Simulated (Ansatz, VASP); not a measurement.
One calculation of Hg, two programs

```
Hg
1.0
     1.76233    1.03846    2.26129
    -1.69767    1.00386    2.22669
     0.00236   -1.97529    2.21402
Hg
1
Direct
  0.00000 0.00000 0.00000
```

Change from the starting cell: equal xy, yz and zx shear strains of +2 %, crystal datasets.

Alike in both runs: task electric field gradients; functional PBE; k mesh 12 × 12 × 12; occupations fermi-dirac, width 0.03 eV; no spin polarisation.

|  | VASP | Ansatz |
| --- | --- | --- |
| version | VASP 6.6.1 | Ansatz 0.2.0 |
| potentials or method | VASP PAW PBE potentials, release 64 (Hg), cutoff 520 eV | all-electron PAW with datasets made for the crystal, scalar-relativistic |

VASP gave:

| Item | Value |
| --- | --- |
| pressure (GPa) | 6.6 |
| traceless stress, the component that is largest in VASP (GPa) | 0.84 |
| size of Vzz on the site where it differs most (V/Å²) | 150.7 |

**Question.** Estimate Ansatz's values.

**Answer.** Pressure (GPa): 6.1; traceless stress, the component that is largest in VASP (GPa): 0.65; size of Vzz on the site where it differs most (V/Å²): 124.6.

Ansatz ran all-electron here, and VASP with PAW potentials.

Neither program's run includes spin-orbit coupling.
